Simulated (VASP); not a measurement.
# BN (P6_3/mmc) in VASP: a series of runs

BN is run at these levels: r2SCAN; tasks: single point.

Program: VASP 6.6.1. These are calculated values, not measurements. Logs are shortened: lines on timing, memory, paths and dates and some standing lists are left out, and cuts for length are marked.

## (1) The cell of the first run

The structure is hexagonal, space group P6_3/mmc (No. 194). The conventional cell has a = 2.379 Å, b = 2.379 Å, c = 6.328 Å, α = 90.00°, β = 90.00°, γ = 120.00°. Within 1.8 Å of B (site symmetry -6m2) lie 3 N at 1.37 Å. N (site symmetry -6m2) has 3 B at 1.37 Å within 1.8 Å.

## (2) Single point, r2SCAN (strain -0.050 along x and y, -0.050 along z)

POSCAR

```
BN
1.0
    2.3787921191      0.0000000000      0.0000000000
   -1.1893960596      2.0600944054      0.0000000000
    0.0000000000      0.0000000000      6.3281400000
B N
2 2
Direct
    0.3333333333      0.6666666667      0.2500000000
    0.6666666667      0.3333333333      0.7500000000
    0.3333333333      0.6666666667      0.7500000000
    0.6666666667      0.3333333333      0.2500000000
```

INCAR.step1

```
SYSTEM = BN
PREC = Accurate ; ENCUT = 520
ISMEAR = 0 ; SIGMA = 0.05
LREAL = .FALSE. ; LASPH = .TRUE.
NELM = 80 ; NBANDS = 16
GGA = PE ; ALGO = Normal
EDIFF = 1E-4 ; LWAVE = .TRUE.
LCHARG = .FALSE.
```

INCAR.step2

```
SYSTEM = BN
PREC = Accurate ; ENCUT = 520
EDIFF = 1E-7 ; ISMEAR = 0
SIGMA = 0.05 ; LREAL = .FALSE.
LASPH = .TRUE. ; NELM = 80
ALGO = Normal ; ISIF = 2
LWAVE = .FALSE. ; LCHARG = .FALSE.
METAGGA = R2SCAN ; LMIXTAU = .TRUE.
NBANDS = 16 ; ISTART = 1
```

KPOINTS

```
regular mesh
0
G
  12 12 4
  0 0 0
```

Potentials or basis: VASP PAW PBE potentials, release 64 (B, N).

On the command line:

```sh
$ cat potpaw_PBE.64/B/POTCAR potpaw_PBE.64/N/POTCAR > POTCAR
$ cp INCAR.step1 INCAR
$ mpirun -np 1 vasp_std > vasp.out
$ cp INCAR.step2 INCAR
$ mpirun -np 1 vasp_std > vasp.out
```

OUTCAR:

```text
SYSTEM = BN
   PREC = Accurate
   ENCUT = 520
   EDIFF = 1E-7
   ISMEAR = 0
   LREAL = .FALSE.
   LASPH = .TRUE.
   NELM = 80
   ISIF = 2
   METAGGA = R2SCAN
   ISTART = 1

 ion  position               nearest neighbor table
   1  0.333  0.667  0.250-   4 1.37   4 1.37   4 1.37
   2  0.667  0.333  0.750-   3 1.37   3 1.37   3 1.37
   3  0.333  0.667  0.750-   2 1.37   2 1.37   2 1.37
   4  0.667  0.333  0.250-   1 1.37   1 1.37   1 1.37

  LATTYP: Found a hexagonal cell.
 ALAT       =     2.3787921191
 C/A-ratio  =     2.6602324555

  Lattice vectors:

 A1 = (   2.3787921191,   0.0000000000,   0.0000000000)
 A2 = (  -1.1893960596,   2.0600944054,   0.0000000000)
 A3 = (   0.0000000000,   0.0000000000,   6.3281400000)

Analysis of symmetry for initial positions (statically):
=====================================================================
 Subroutine PRICEL returns:
 Original cell was already a primitive cell.

 Routine SETGRP: Setting up the symmetry group for a
 hexagonal supercell.

 Subroutine GETGRP returns: Found 24 space group operations
 (whereof 12 operations were pure point group operations)
 out of a pool of 24 trial point group operations.

The static configuration has the point symmetry D_3d.
 The point group associated with its full space group is D_6h.

Analysis of symmetry for dynamics (positions and initial velocities):
=====================================================================
 Subroutine PRICEL returns:
 Original cell was already a primitive cell.

 Routine SETGRP: Setting up the symmetry group for a
 hexagonal supercell.

 Subroutine GETGRP returns: Found 24 space group operations
 (whereof 12 operations were pure point group operations)
 out of a pool of 24 trial point group operations.

The dynamic configuration has the point symmetry D_3d.
 The point group associated with its full space group is D_6h.

 Subroutine INISYM returns: Found 24 space group operations
 (whereof 12 operations are pure point group operations),
 and found     1 'primitive' translations

----------------------------------------------------------------------------------------

                                     Primitive cell

  volume of cell :      31.0113

  direct lattice vectors                    reciprocal lattice vectors
     2.378792119  0.000000000  0.000000000     0.420381416  0.242707324  0.000000000
    -1.189396060  2.060094405  0.000000000     0.000000000  0.485414648  0.000000000
     0.000000000  0.000000000  6.328140000     0.000000000  0.000000000  0.158024317

  length of vectors
     2.378792119  2.378792119  6.328140000     0.485414648  0.485414648  0.158024317

  position of ions in fractional coordinates (direct lattice)
     0.333333333  0.666666667  0.250000000
     0.666666667  0.333333333  0.750000000
     0.333333333  0.666666667  0.750000000
     0.666666667  0.333333333  0.250000000

  ion indices of the primitive-cell ions
   primitive index   ion index
                 1           1
                 2           2
                 3           3
                 4           4

----------------------------------------------------------------------------------------

 KPOINTS: regular mesh

Automatic generation of k-mesh.
 Grid dimensions read from file:
 generate k-points for:   12   12    4

 Generating k-lattice:

  Cartesian coordinates                     Fractional coordinates (reciprocal lattice)
     0.035031785  0.020225610  0.000000000     0.083333333  0.000000000  0.000000000
     0.000000000  0.040451221  0.000000000     0.000000000  0.083333333  0.000000000
     0.000000000  0.000000000  0.039506079     0.000000000  0.000000000  0.250000000

  Length of vectors
     0.040451221  0.040451221  0.039506079

  Shift w.r.t. Gamma in fractional coordinates (k-lattice)
     0.000000000  0.000000000  0.000000000

 Subroutine IBZKPT returns following result:
 ===========================================

 Found     57 irreducible k-points:

 Following reciprocal coordinates:
            Coordinates               Weight
  0.000000  0.000000  0.000000      1.000000
  0.083333  0.000000  0.000000      6.000000
  0.166667  0.000000  0.000000      6.000000
  0.250000  0.000000  0.000000      6.000000
  0.333333 -0.000000  0.000000      6.000000
  0.416667  0.000000  0.000000      6.000000
[... 16 lines left out ...]
  0.250000  0.000000  0.250000     12.000000
  0.333333 -0.000000  0.250000     12.000000
 [... further k-points ...]
   k-points           NKPTS =     57   k-points in BZ     NKDIM =     57   number of bands    NBANDS=     16
   number of dos      NEDOS =    301   number of ions     NIONS =      4
   total plane-waves  NPLWV =  15552
   dimension x,y,z NGX =    18 NGY =   18 NGZ =   48
   dimension x,y,z NGXF=    36 NGYF=   36 NGZF=   96
   ions per type =               2   2
   NGX,Y,Z   is equivalent  to a cutoff of  12.58, 12.58, 12.61 a.u.
   NGXF,Y,Z  is equivalent  to a cutoff of  25.16, 25.16, 25.22 a.u.
 SYSTEM =  BN
   PREC   = accura    normal or accurate (medium, high low for compatibility)
   ISTART =      1    job   : 0-new  1-cont  2-samecut
   ICHARG =      0    charge: 1-file 2-atom 10-const
   ISPIN  =      1    spin polarized calculation?
   LNONCOLLINEAR =      F non collinear calculations
   LSORBIT =      F    spin-orbit coupling
   LASPH  =      T    aspherical Exc in radial PAW
   ENCUT  =  520.0 eV  38.22 Ry    6.18 a.u.   4.42  4.42 11.77*2*pi/ulx,y,z
   NELM   =     80;   NELMIN=  2; NELMDL=  0     # of ELM steps
   EDIFF  = 0.1E-06   stopping-criterion for ELM
   LREAL  =      F    real-space projection
   EDIFFG = 0.1E-05   stopping-criterion for IOM
   NSW    =      0    number of steps for IOM
   IBRION =     -1    ionic relax: 0-MD 1-quasi-New 2-CG
   NFREE  =      0    steps in history (QN), initial steepest desc. (CG)
   ISIF   =      2    stress and relaxation
   ISYM   =      2    0-nonsym 1-usesym 2-fastsym
   POTIM  = 0.5000    time-step for ionic-motion
   TEBEG  =    0.0;   TEEND  =   0.0 temperature during run
   PSTRESS=    0.0 pullay stress
   NELECT =      16.0000    total number of electrons
   NUPDOWN=      -1.0000    fix difference up-down
   EMIN   =  10.00;   EMAX   =-10.00  energy-range for DOS
   EFERMI =   0.00;   METHOD = LEGACY
   ISMEAR =     0;   SIGMA  =   0.05  broadening in eV -4-tet -1-fermi 0-gaus
   EFERMI_NEDOS =   21; number of points for ismear=-14 and -15
   IALGO  =     38    algorithm
   IMIX   =      4    mixing-type and parameters
     AMIX     =   0.40;   BMIX     =  1.00
     AMIX_MAG =   1.60;   BMIX_MAG =  1.00
  volume/ion in A,a.u.               =       7.75        52.32
  Fermi-wavevector in a.u.,A,eV,Ry     =   1.313031  2.481269 23.457124  1.724050
  Thomas-Fermi vector in A             =   2.443382
   LORBIT       =      0    0 simple, 1 ext, 2 COOP (PROOUT), +10 PAW based schemes
   METAGGA = R2SCAN    functional components
   LHFCALC =     F    Hartree Fock is set to
   AEXX    =    0.0000 exact exchange contribution
   IVDW    =     0    specifies the selected vdW correction
   LEPSILON=     F    determine dielectric tensor
   LRPA    =     F    only Hartree local field effects (RPA)
 non-spin polarized calculation
 Gauss-broadening in eV      SIGMA  =   0.05
  energy-cutoff  :      520.00
  volume of cell :       31.01
 maximum number of plane-waves:       858
 NGX is ok and might be reduce to    18
   NGX =  9   NGY =  9   NGZ = 23

 number of electron      16.0000002 magnetization

 Free energy of the ion-electron system (eV)
  ---------------------------------------------------
  ext. energy  EPLUGINS =         0.00000000
  ---------------------------------------------------
  free energy    TOTEN  =       -37.87512867 eV

  energy without entropy =      -37.87512867  energy(sigma->0) =      -37.87512867

 E-fermi :   3.4360     XC(G=0): -11.4257

 val. band max:        3.1267980414   @ k =   0.3333   0.2500   0.0000
 cond. band min:       8.1739782150   @ k =   0.5000   0.0000   0.0000
 fundamental gap:      5.0471801736
 Fermi energy:         3.4360389538

 k-point     1 :       0.0000    0.0000    0.0000
  band No.  band energies     occupation
      1     -16.7031      2.00000
      2     -16.3071      2.00000
      3      -4.3029      2.00000
      4      -1.6887      2.00000
      5       1.9706      2.00000
      6       1.9706      2.00000
[... 8 lines left out ...]
     15      19.2572      0.00000
     16      19.5275      0.00000

 k-point     2 :       0.0833    0.0000    0.0000
  band No.  band energies     occupation
      1     -16.5447      2.00000
      2     -16.1546      2.00000
      3      -4.0833      2.00000
      4      -1.4898      2.00000
      5       1.3402      2.00000
      6       1.3866      2.00000
[... 8 lines left out ...]
     15      18.8237      0.00000
     16      19.6479      0.00000

 k-point     3 :       0.1667    0.0000    0.0000
  band No.  band energies     occupation
      1     -16.0771      2.00000
      2     -15.7051      2.00000
      3      -3.4318      2.00000
      4      -0.9048      2.00000
      5      -0.2734      2.00000
      6      -0.2139      2.00000
[... 8 lines left out ...]
     15      19.6042      0.00000
     16      20.6613      0.00000

 k-point     4 :       0.2500    0.0000    0.0000
  band No.  band energies     occupation
      1     -15.3281      2.00000
      2     -14.9882      2.00000
      3      -2.3755      2.00000
      4      -2.3439      2.00000
      5      -2.2570      2.00000
      6      -0.0058      2.00000
[... 8 lines left out ...]
     15      21.7254      0.00000
     16      22.2391      0.00000
[... 324 lines left out ...]
 k-point    22 :       0.1667    0.0000    0.2500
  band No.  band energies     occupation
      1     -16.0259      2.00000
      2     -15.7631      2.00000
      3      -3.1261      2.00000
      4      -1.3741      2.00000
      5      -0.2594      2.00000
      6      -0.2072      2.00000
[... 8 lines left out ...]
     15      19.4694      0.00000
     16      19.5798      0.00000

 k-point    23 :       0.2500    0.0000    0.2500
  band No.  band energies     occupation
      1     -15.2809      2.00000
      2     -15.0408      2.00000
      3      -2.3839      2.00000
      4      -2.2801      2.00000
      5      -2.0246      2.00000
      6      -0.3915      2.00000
[... 8 lines left out ...]
     15      22.2598      0.00000
     16      22.3723      0.00000

 k-point    24 :       0.3333   -0.0000    0.2500
  band No.  band energies     occupation
      1     -14.3280      2.00000
      2     -14.1247      2.00000
      3      -4.4143      2.00000
      4      -4.3346      2.00000
      5      -0.7496      2.00000
      6      -0.7053      2.00000
[... 8 lines left out ...]
     15      22.8943      0.00000
     16      24.9981      0.00000

 [... further k-points ...]
[... 5 lines left out ...]
  --------------------------------------------------------------------------------------
  -------------------------------------------------------------------------------------
  Total       14.1599937     14.1599937      0.5664144     -0.0000000      0.0000000      0.0000000
  in kB      731.5667379    731.5667379     29.2634265     -0.0000000      0.0000000      0.0000000
  external PRESSURE =     497.4656341 kB  Pullay stress =       0.0000000 kB

 VOLUME and BASIS-vectors are now :
 -----------------------------------------------------------------------------
  energy-cutoff  :      520.00
  volume of cell :       31.01
      direct lattice vectors                 reciprocal lattice vectors
     2.378792119  0.000000000  0.000000000     0.420381416  0.242707324  0.000000000
    -1.189396060  2.060094405  0.000000000     0.000000000  0.485414648  0.000000000
     0.000000000  0.000000000  6.328140000     0.000000000  0.000000000  0.158024317

 POSITION                                       TOTAL-FORCE (eV/Angst)
 -----------------------------------------------------------------------------------
     -0.00000      1.37340      1.58204        -0.000000      0.000000      0.000000
      1.18940      0.68670      4.74611         0.000000     -0.000000      0.000000
     -0.00000      1.37340      4.74611         0.000000     -0.000000      0.000000
      1.18940      0.68670      1.58204        -0.000000      0.000000      0.000000
 -----------------------------------------------------------------------------------
    total drift:                                0.000000     -0.000000      0.000000

  FREE ENERGIE OF THE ION-ELECTRON SYSTEM (eV)
  ---------------------------------------------------
  free  energy   TOTEN  =       -37.8751286686 eV

  energy  without entropy=      -37.8751286686  energy(sigma->0) =      -37.87512867
```

Wall time 92 s (1 thread of Intel Xeon Platinum 8488C (Sapphire Rapids), shared host); peak memory 0.15 GiB.

Results:

```yaml
Free_energy: -37.8751 eV
Pressure: 49.7 GPa
Band_gap_on_the_k_mesh: 5.05 eV, indirect (least direct gap 5.55 eV)
```

Caveat: the cell differs from its parent crystal (strain -0.050 along x and y, -0.050 along z); the PAW data sets were made with another functional, which shifts forces and pressure a little.

## (3) Single point, r2SCAN (strain -0.050 along x and y, -0.025 along z)

POSCAR: that of step 2 with these lines changed.

```diff
@@ -4,3 +4,3 @@
    -1.1893960596      2.0600944054      0.0000000000
-    0.0000000000      0.0000000000      6.3281400000
+    0.0000000000      0.0000000000      6.4946700000
 B N
```

INCAR.step1

```
SYSTEM = BN
PREC = Accurate
ENCUT = 520
ISMEAR = 0
SIGMA = 0.05
LREAL = .False.
LASPH = .True.
NELM = 80
NBANDS = 16
GGA = PE
ALGO = Normal
EDIFF = 1E-4
LWAVE = .True.
LCHARG = .False.
```

INCAR.step2

```
SYSTEM = BN
PREC = Accurate
ENCUT = 520
EDIFF = 1E-6
ISMEAR = 0
SIGMA = 0.05
LREAL = .False.
LASPH = .True.
NELM = 80
ALGO = Normal
ISIF = 2
LWAVE = .False.
LCHARG = .True.
METAGGA = R2SCAN
LMIXTAU = .True.
LELF = .True.
LVHAR = .True.
NBANDS = 16
ISTART = 1
```

KPOINTS

```
Automatic mesh
0
Gamma
  12 12 4
  0 0 0
```

Potentials or basis: VASP PAW PBE potentials, release 64 (B, N).

On the command line:

```sh
$ cat potpaw_PBE.64/B/POTCAR potpaw_PBE.64/N/POTCAR > POTCAR
$ cp INCAR.step1 INCAR
$ mpirun -np 1 vasp_std > vasp.out
$ cp INCAR.step2 INCAR
$ mpirun -np 1 vasp_std > vasp.out
```

It took 74 s on 1 thread of Intel Xeon Platinum 8488C (Sapphire Rapids), shared host; peak memory 0.15 GiB.

The run converged. Its results:

| Quantity | Value |
| --- | --- |
| Free energy | -37.8885 eV |
| Pressure | 48.0 GPa |
| Band gap on the k mesh | 5.09 eV, indirect (least direct gap 5.65 eV) |

Stress tensor (GPa, compression positive):
```
71.30  0.00  0.00
 0.00 71.30  0.00
 0.00  0.00  1.54
```

Levels at points of the mesh, in eV from the valence-band top:
| k point | band 4 | band 5 | band 6 | band 7 | band 8 | band 9 | band 10 | band 11 | band 12 | band 13 |
| --- | --- | --- | --- | --- | --- | --- | --- | --- | --- | --- |
| (0.00, 0.00, 0.00) | -4.99 | -1.15 | -1.15 | -1.11 | -1.11 | 5.69 | 11.83 | 13.65 | 13.65 | 13.78 |
| (0.50, 0.00, 0.00) | -9.86 | -4.54 | -4.48 | -1.64 | -0.56 | 5.09 | 6.76 | 11.65 | 12.45 | 13.98 |
| (0.00, 0.00, 0.50) | -6.27 | -1.13 | -1.13 | -1.13 | -1.13 | 8.47 | 8.47 | 13.71 | 13.71 | 13.71 |
| (0.50, 0.00, 0.50) | -9.89 | -4.51 | -4.51 | -1.08 | -1.08 | 5.64 | 5.64 | 12.35 | 12.35 | 15.31 |

Caveat: the cell differs from its parent crystal (strain -0.050 along x and y, -0.025 along z); the PAW data sets were made with another functional, which shifts forces and pressure a little. A k mesh can miss the band edges.
